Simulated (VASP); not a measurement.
**InSb: single point with HSE06**

InSb:

```
In Sb
1.0
     0.00000    3.31231    3.31231
     3.31231    0.00000    3.31231
     3.31231    3.31231    0.00000
In Sb
1 1
Direct
  0.00000 0.00000 0.00000
  0.25000 0.25000 0.25000
```

This cell differs from its parent crystal: strain +1.0%.

```yaml
Program: VASP 6.6.1
Task: single point
Functional: HSE06
Potentials_or_basis: VASP PAW PBE potentials, release 64 (In_d, Sb)
Cutoff: 520 eV
k_mesh: 4 × 4 × 4
Occupations: fermi-dirac, width 0.02 eV
Spin: no spin polarisation
```

```json
{
  "Pressure": "-1.8 GPa",
  "Band gap on the k mesh": "0.12 eV"
}
```

Levels at points of the mesh, in eV from the valence-band top:
| k point | band 6 | band 7 | band 8 | band 9 | band 10 | band 11 | band 12 | band 13 |
| --- | --- | --- | --- | --- | --- | --- | --- | --- |
| (0.00, 0.00, 0.00) | -11.28 | 0.00 | 0.00 | 0.00 | 0.12 | 3.64 | 3.64 | 3.64 |
| (0.50, 0.00, 0.00) | -9.93 | -5.75 | -0.98 | -0.98 | 1.04 | 4.50 | 4.50 | 6.90 |
| (0.50, 0.50, 0.00) | -9.33 | -6.10 | -2.22 | -2.22 | 1.95 | 2.01 | 8.86 | 8.86 |

It took 25 min on 1 thread of Intel Xeon 8259CL, on a shared host, peak memory 0.32 GiB.

Caveat: the cell differs from its parent crystal (strain +1.0%); the PAW data sets were made with another functional, which shifts forces and pressure a little; spin-orbit coupling is left out, which moves the levels of the heavy elements.
